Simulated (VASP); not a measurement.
# InAs (F-43m) in VASP: single point with PBE

Aim: the single point of InAs with PBE.

Everything below comes from runs of VASP 6.6.1. Logs are shortened: lines on timing, memory, paths and dates and some standing lists are left out, and cuts for length are marked.

## (1) The cell of the first run

Symmetry: F-43m, No. 216, cubic system. Conventional cell: a = 6.048 Å, b = 6.048 Å, c = 6.048 Å, α = 90.00°, β = 90.00°, γ = 90.00°. In (site symmetry -43m) has 4 As at 2.62 Å within 3.5 Å. Within 3.5 Å of As (site symmetry -43m) lie 4 In at 2.62 Å.

## (2) Single point, PBE

Input file INCAR:

```
SYSTEM = InAs
ALGO = Normal
EDIFF = 1E-6
ENCUT = 520
GGA = PE
ISIF = 2
ISMEAR = 0
ISYM = 0
LASPH = .True.
LCHARG = .False.
LREAL = Auto
LWAVE = .False.
NBANDS = 86
NELM = 80
PREC = Accurate
SIGMA = 0.1
```

Input file KPOINTS:

```
Automatic mesh
0
Gamma
  2 2 2
  0.5 0.5 0.5
```

Input file POSCAR:

```
InAs
1.0
   -6.0480000000      6.0480000000      0.0000000000
   -6.0480000000      0.0000000000      6.0480000000
    0.0000000000      6.0480000000      6.0480000000
In As
8 8
Direct
    0.0000000000      0.0000000000      0.0000000000
    0.5000000000      0.0000000000      0.0000000000
    0.0000000000      0.5000000000      0.0000000000
    0.0000000000      0.0000000000      0.5000000000
    0.5000000000      0.5000000000      0.0000000000
    0.5000000000      0.0000000000      0.5000000000
    0.0000000000      0.5000000000      0.5000000000
    0.5000000000      0.5000000000      0.5000000000
    0.6250000000      0.6250000000      0.1250000000
    0.1250000000      0.6250000000      0.1250000000
    0.6250000000      0.1250000000      0.1250000000
    0.6250000000      0.6250000000      0.6250000000
    0.1250000000      0.1250000000      0.1250000000
    0.1250000000      0.6250000000      0.6250000000
    0.6250000000      0.1250000000      0.6250000000
    0.1250000000      0.1250000000      0.6250000000
```

Potentials or basis: VASP PAW PBE potentials, release 64 (In_d, As).

Command:

```console
$ cat potpaw_PBE.64/In_d/POTCAR potpaw_PBE.64/As/POTCAR > POTCAR
$ mpirun -np 1 vasp_std > vasp.out
```

OUTCAR:

```text
SYSTEM = InAs
   EDIFF = 1E-6
   ENCUT = 520
   GGA = PE
   ISIF = 2
   ISMEAR = 0
   ISYM = 0
   LASPH = .True.
   LREAL = Auto
   NELM = 80
   PREC = Accurate

 ion  position               nearest neighbor table
   1  0.000  0.000  0.000-  10 2.62  11 2.62  16 2.62  13 2.62
   2  0.500  0.000  0.000-   9 2.62  13 2.62  15 2.62  11 2.62
   3  0.000  0.500  0.000-   9 2.62  13 2.62  14 2.62  10 2.62
   4  0.000  0.000  0.500-  13 2.62  14 2.62  15 2.62  16 2.62
   5  0.500  0.500  0.000-  10 2.62  11 2.62  12 2.62   9 2.62
   6  0.500  0.000  0.500-  11 2.62  12 2.62  16 2.62  15 2.62
[... 8 lines left out ...]
  15  0.625  0.125  0.625-   2 2.62   4 2.62   8 2.62   6 2.62
  16  0.125  0.125  0.625-   1 2.62   6 2.62   7 2.62   4 2.62

IMPORTANT INFORMATION: All symmetrisations will be switched off!
NOSYMM: (Re-)initialisation of all symmetry stuff for point group C_1.

----------------------------------------------------------------------------------------

                                     Primitive cell

  volume of cell :     442.4512

  direct lattice vectors                    reciprocal lattice vectors
    -6.048000000  6.048000000  0.000000000    -0.082671958  0.082671958 -0.082671958
    -6.048000000  0.000000000  6.048000000    -0.082671958 -0.082671958  0.082671958
     0.000000000  6.048000000  6.048000000     0.082671958  0.082671958  0.082671958

  length of vectors
     8.553163625  8.553163625  8.553163625     0.143192031  0.143192031  0.143192031

  position of ions in fractional coordinates (direct lattice)
     0.000000000  0.000000000  0.000000000
     0.500000000  0.000000000  0.000000000
     0.000000000  0.500000000  0.000000000
     0.000000000  0.000000000  0.500000000
     0.500000000  0.500000000  0.000000000
     0.500000000  0.000000000  0.500000000
[... 8 lines left out ...]
     0.625000000  0.125000000  0.625000000
     0.125000000  0.125000000  0.625000000

  ion indices of the primitive-cell ions
   primitive index   ion index
                 1           1
                 2           2
                 3           3
                 4           4
                 5           5
                 6           6
[... 8 lines left out ...]
                15          15
                16          16

----------------------------------------------------------------------------------------

 KPOINTS: Automatic mesh

Automatic generation of k-mesh.
 Grid dimensions read from file:
 generate k-points for:    2    2    2

 Generating k-lattice:

  Cartesian coordinates                     Fractional coordinates (reciprocal lattice)
    -0.041335979  0.041335979 -0.041335979     0.500000000  0.000000000  0.000000000
    -0.041335979 -0.041335979  0.041335979     0.000000000  0.500000000  0.000000000
     0.041335979  0.041335979  0.041335979     0.000000000  0.000000000  0.500000000

  Length of vectors
     0.071596016  0.071596016  0.071596016

  Shift w.r.t. Gamma in fractional coordinates (k-lattice)
     0.500000000  0.500000000  0.500000000

 Subroutine IBZKPT returns following result:
 ===========================================

 Found     16 irreducible k-points:

 Following reciprocal coordinates:
            Coordinates               Weight
  0.250000  0.250000  0.250000      2.000000
  0.250000  0.000000  0.000000      2.000000
  0.000000  0.000000 -0.250000      2.000000
  0.000000  0.250000  0.000000      2.000000
 -0.250000  0.250000  0.250000      2.000000
  0.250000 -0.250000  0.250000      2.000000
[... 8 lines left out ...]
  0.000000  0.250000  0.500000      2.000000
  0.500000  0.250000  0.000000      2.000000
   k-points           NKPTS =     16   k-points in BZ     NKDIM =     16   number of bands    NBANDS=     86
   number of dos      NEDOS =    301   number of ions     NIONS =     16
   total plane-waves  NPLWV = 262144
   dimension x,y,z NGX =    64 NGY =   64 NGZ =   64
   dimension x,y,z NGXF=   128 NGYF=  128 NGZF=  128
   ions per type =               8   8
   NGX,Y,Z   is equivalent  to a cutoff of  12.44, 12.44, 12.44 a.u.
   NGXF,Y,Z  is equivalent  to a cutoff of  24.88, 24.88, 24.88 a.u.
 SYSTEM =  InAs
   PREC   = accura    normal or accurate (medium, high low for compatibility)
   ISTART =      0    job   : 0-new  1-cont  2-samecut
   ICHARG =      2    charge: 1-file 2-atom 10-const
   ISPIN  =      1    spin polarized calculation?
   LNONCOLLINEAR =      F non collinear calculations
   LSORBIT =      F    spin-orbit coupling
   LASPH  =      T    aspherical Exc in radial PAW
   ENCUT  =  520.0 eV  38.22 Ry    6.18 a.u.  15.90 15.90 15.90*2*pi/ulx,y,z
   NELM   =     80;   NELMIN=  2; NELMDL= -5     # of ELM steps
   EDIFF  = 0.1E-05   stopping-criterion for ELM
   LREAL  =      T    real-space projection
   EDIFFG = 0.1E-04   stopping-criterion for IOM
   NSW    =      0    number of steps for IOM
   IBRION =     -1    ionic relax: 0-MD 1-quasi-New 2-CG
   NFREE  =      0    steps in history (QN), initial steepest desc. (CG)
   ISIF   =      2    stress and relaxation
   ISYM   =      0    0-nonsym 1-usesym 2-fastsym
   POTIM  = 0.5000    time-step for ionic-motion
   TEBEG  =    0.0;   TEEND  =   0.0 temperature during run
   PSTRESS=    0.0 pullay stress
   NELECT =     144.0000    total number of electrons
   NUPDOWN=      -1.0000    fix difference up-down
   EMIN   =  10.00;   EMAX   =-10.00  energy-range for DOS
   EFERMI =   0.00;   METHOD = LEGACY
   ISMEAR =     0;   SIGMA  =   0.10  broadening in eV -4-tet -1-fermi 0-gaus
   EFERMI_NEDOS =   21; number of points for ismear=-14 and -15
   IALGO  =     38    algorithm
   IMIX   =      4    mixing-type and parameters
     AMIX     =   0.40;   BMIX     =  1.00
     AMIX_MAG =   1.60;   BMIX_MAG =  1.00
  volume/ion in A,a.u.               =      27.65       186.61
  Fermi-wavevector in a.u.,A,eV,Ry     =   1.126092  2.128005 17.253320  1.268083
  Thomas-Fermi vector in A             =   2.262772
   LORBIT       =      0    0 simple, 1 ext, 2 COOP (PROOUT), +10 PAW based schemes
   GGA     = PE    functional components
   LHFCALC =     F    Hartree Fock is set to
   AEXX    =    0.0000 exact exchange contribution
   IVDW    =     0    specifies the selected vdW correction
   LEPSILON=     F    determine dielectric tensor
   LRPA    =     F    only Hartree local field effects (RPA)
 non-spin polarized calculation
 Gauss-broadening in eV      SIGMA  =   0.10
  energy-cutoff  :      520.00
  volume of cell :      442.45
 maximum number of plane-waves:     11935
   NGX = 31   NGY = 31   NGZ = 31

 number of electron     143.9999920 magnetization

 Free energy of the ion-electron system (eV)
  ---------------------------------------------------
  ext. energy  EPLUGINS =         0.00000000
  ---------------------------------------------------
  free energy    TOTEN  =       -61.37281158 eV

  energy without entropy =      -61.37281158  energy(sigma->0) =      -61.37281158

 E-fermi :   4.7812     XC(G=0):  -9.0900

 val. band max:        4.3122783377   @ k =   0.0000   0.2500   0.0000
 cond. band min:       5.5495625630   @ k =   0.2500   0.0000   0.0000
 fundamental gap:      1.2372842253
 Fermi energy:         4.7812377755

 k-point     1 :       0.2500    0.2500    0.2500
  band No.  band energies     occupation
      1     -10.0587      2.00000
      2     -10.0587      2.00000
      3     -10.0587      2.00000
      4     -10.0158      2.00000
      5     -10.0158      2.00000
      6     -10.0158      2.00000
[... 76 lines left out ...]
     83       7.2470      0.00000
     84       8.5654      0.00000

 k-point     2 :       0.2500    0.0000    0.0000
  band No.  band energies     occupation
      1     -10.0587      2.00000
      2     -10.0587      2.00000
      3     -10.0587      2.00000
      4     -10.0158      2.00000
      5     -10.0158      2.00000
      6     -10.0158      2.00000
[... 1207 lines left out ...]
     83       8.5180      0.00000
     84       8.5181      0.00000

 k-point    16 :       0.5000    0.2500    0.0000
  band No.  band energies     occupation
      1     -10.0441      2.00000
      2     -10.0441      2.00000
      3     -10.0291      2.00000
      4     -10.0195      2.00000
      5     -10.0174      2.00000
      6     -10.0174      2.00000
[... 76 lines left out ...]
     83       8.5180      0.00000
     84       8.5181      0.00000
 [bands above 84 left out]

------------------------ aborting loop because EDIFF is reached ----------------------------------------

  FORCE on cell =-STRESS in cart. coord.  units (eV):
  Direction    XX          YY          ZZ          XY          YZ          ZX
  --------------------------------------------------------------------------------------
  -------------------------------------------------------------------------------------
  Total       10.9589800     10.9590015     10.9589897     -0.0000848      0.0001005     -0.0000652
  in kB       39.6839939     39.6840718     39.6840288     -0.0003072      0.0003637     -0.0002362
  external PRESSURE =      39.6840315 kB  Pullay stress =       0.0000000 kB

 VOLUME and BASIS-vectors are now :
 -----------------------------------------------------------------------------
  energy-cutoff  :      520.00
  volume of cell :      442.45
      direct lattice vectors                 reciprocal lattice vectors
    -6.048000000  6.048000000  0.000000000    -0.082671958  0.082671958 -0.082671958
    -6.048000000  0.000000000  6.048000000    -0.082671958 -0.082671958  0.082671958
     0.000000000  6.048000000  6.048000000     0.082671958  0.082671958  0.082671958

 POSITION                                       TOTAL-FORCE (eV/Angst)
 -----------------------------------------------------------------------------------
      0.00000      0.00000      0.00000        -0.000010     -0.000002      0.000004
     -3.02400      3.02400      0.00000        -0.000000     -0.000007      0.000017
     -3.02400      0.00000      3.02400         0.000005      0.000020     -0.000008
      0.00000      3.02400      3.02400        -0.000019     -0.000013      0.000002
     -6.04800      3.02400      3.02400         0.000027      0.000005     -0.000005
     -3.02400      6.04800      3.02400        -0.000004     -0.000031      0.000006
[... 8 lines left out ...]
     -4.53600      7.56000      4.53600         0.000011     -0.000004     -0.000006
     -1.51200      4.53600      4.53600        -0.000039     -0.000015     -0.000016
 -----------------------------------------------------------------------------------
    total drift:                               -0.000018      0.000002     -0.000027

  FREE ENERGIE OF THE ION-ELECTRON SYSTEM (eV)
  ---------------------------------------------------
  free  energy   TOTEN  =       -61.3728115770 eV

  energy  without entropy=      -61.3728115770  energy(sigma->0) =      -61.37281158
```

It took 27 min on 1 thread of Intel Xeon 8259CL, shared host; peak memory 0.76 GiB.

Results:

| Quantity | Value |
| --- | --- |
| Free energy | -61.3728 eV |
| Pressure | 4.0 GPa |
| Band gap on the k mesh | 1.24 eV |

Caveat: spin-orbit coupling is left out, which moves the levels of the heavy elements. A hybrid or GW would open this gap; PBE tends to underestimate it.
